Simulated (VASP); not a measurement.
Here is a VASP 6.6.1 calculation.

File INCAR:

```
PREC = Accurate ; ENCUT = 520
EDIFF = 1E-6 ; ISMEAR = 0
SIGMA = 0.1 ; LREAL = F
LASPH = T ; NELM = 100
ALGO = Normal ; ISIF = 2
LWAVE = F ; LCHARG = F
GGA = PE ; NBANDS = 16
```

File KPOINTS:

```
regular mesh
0
Gamma
  6 6 4
```

The input POSCAR:

```
Si
1.0
    1.7126690100     -5.4329379470      0.0000000000
    1.7126690100      5.4329379470      0.0000000000
    0.0000000000      0.0000000000      4.5326225158
Si
4
Direct
    0.0980000000      0.9020000000      0.9100000000
    0.5980000000      0.4020000000      0.5900000000
    0.9020000000      0.0980000000      0.0900000000
    0.4020000000      0.5980000000      0.4100000000
```

Potentials or basis: VASP PAW PBE potentials, release 64 (Si).

Launch:

```sh
$ cat potpaw_PBE.64/Si/POTCAR > POTCAR
$ mpirun -np 1 vasp_std > vasp.out
```

Problem. Predict the largest force.

Solution. 1.268 eV/Å.

Problem. Predict the pressure.

Solution. 7.3 GPa.

Stress tensor (GPa, compression positive):
```
15.38  0.00  0.00
 0.00 -0.87  0.00
 0.00  0.00  7.31
```

Caveat: the cell stands under pressure; forces of over 1 eV/Å act on the atoms, so gaps and moduli don't describe the material at rest.
